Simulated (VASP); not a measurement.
Ta2H5:

```xyz
7
Lattice="3.5775 0.0000 0.0000 0.0000 3.5775 0.0000 0.0000 0.0000 5.7344" Properties=species:S:1:pos:R:3 pbc="T T T"
Ta    1.7888    0.0000    2.8672
Ta    0.0000    1.7888    2.8672
H     1.7888    0.0000    0.0000
H     0.0000    1.7888    0.0000
H     0.0000    0.0000    2.3517
H     0.0000    0.0000    3.3827
H     1.7888    1.7888    0.0000
```

```yaml
Program: VASP 6.6.1
Task: relaxation of cell and atoms
Functional: PBE
Potentials_or_basis: VASP PAW PBE potentials, release 64 (Ta_pv, H)
Cutoff: 600 eV
k_mesh: 6 × 6 × 4
Occupations: gaussian, width 0.1 eV
Spin: no spin polarisation
```

At the start: pressure 16.3 GPa; volume 10.48 Å³/atom.

Task: How do energy, volume and symmetry change on relaxing?

Result: Over 22 steps the energy falls by 979.3 meV/atom and the volume is 8.13 Å³/atom (-22.4 %); space group P4/mmm (No. 123, to 0.05 Å).

The path:
```csv
step,energy change (eV),largest force (eV/Å),pressure (GPa),volume (Å³)
1,0.0000,4.3589,16.33,73.39
2,-2.1060,1.6825,-11.35,84.94
3,-2.1344,1.4134,-13.52,86.56
4,-3.6539,1.0509,-14.52,77.89
5,-6.4392,0.4278,-7.98,61.87
6,30.8711,7.2372,409.07,31.89
7,-4.8696,4.0254,4.22,60.70
8,-3.4333,2.1983,59.69,45.98
9,-5.3142,3.7706,14.79,55.23
10,-5.2376,3.0260,27.77,51.24
11,-5.3424,3.2249,23.08,52.46
12,-5.6967,1.9301,23.40,51.69
13,-5.6950,1.7125,23.86,51.51
14,-6.2753,1.2496,12.44,53.99
15,-6.6594,0.1495,-9.20,61.26
16,-6.7102,0.1499,-5.20,59.50
17,-6.7112,0.1935,-4.56,59.25
18,-6.7754,0.1668,-3.41,58.53
19,-6.8545,0.0888,0.34,56.71
20,-6.8545,0.0911,0.20,56.76
21,-6.8550,0.0668,0.00,56.82
22,-6.8554,0.0227,-0.32,56.92
```

Final structure:
```xyz
7
Lattice="3.8928 0.0000 0.0000 0.0000 3.8928 0.0000 0.0000 0.0000 3.7560" Properties=species:S:1:pos:R:3 pbc="T T T"
Ta    1.9464    0.0000    1.8780
Ta    0.0000    1.9464    1.8780
H     1.9464    0.0000    0.0000
H     0.0000    1.9464    0.0000
H     0.0000    0.0000    0.9876
H     0.0000    0.0000    2.7684
H     1.9464    1.9464    0.0000
```

Caveat: the volume moved by over 15 % at a fixed basis, so the end points are rough.
